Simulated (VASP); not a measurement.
A run of VASP 6.6.1 is set up as follows.

Contents of INCAR:

```
SYSTEM = KMgF3
PREC = Accurate ; ENCUT = 600
EDIFF = 1E-6 ; ISMEAR = 0
SIGMA = 0.02 ; LREAL = .FALSE.
LASPH = .TRUE. ; NELM = 120
ALGO = Normal ; ISIF = 2
LWAVE = .FALSE. ; LCHARG = .FALSE.
GGA = PS ; NBANDS = 24
GGA_COMPAT = .FALSE.
```

File KPOINTS:

```
Automatic mesh
0
G
  6 6 6
  0 0 0
```

Contents of POSCAR:

```
KMgF3
1.0
    3.8715161649      0.0000000000      0.0000000000
    0.0000000000      4.0197996732      0.0000000000
    0.0000000000      0.0000000000      4.0197996732
K Mg F
1 1 3
Direct
    0.5000000000      0.5000000000      0.5000000000
    0.0000000000      0.0000000000      0.0000000000
    0.0000000000      0.5000000000      0.0000000000
    0.0000000000      0.0000000000      0.5000000000
    0.5000000000      0.0000000000      0.0000000000
```

Potentials or basis: VASP PAW PBE potentials, release 64 (K_sv, Mg, F).

Command:

```sh
$ cat potpaw_PBE.64/K_sv/POTCAR potpaw_PBE.64/Mg/POTCAR potpaw_PBE.64/F/POTCAR > POTCAR
$ mpirun -np 1 vasp_std > vasp.out
```

**Question.** Estimate the band gap on the k mesh.

**Answer.** 7.20 eV (least direct gap 7.53 eV).

**Question.** What does it give for the pressure?

**Answer.** 0.9 GPa.

Stress tensor (GPa, compression positive):
```
 3.75  0.00  0.00
 0.00 -0.47  0.00
 0.00  0.00 -0.47
```

Caveat: the cell differs from its parent crystal (uniaxial strain along a: -3.0 %, then relaxed in part); the PAW data sets were made with another functional, which shifts forces and pressure a little. A k mesh can miss the band edges.
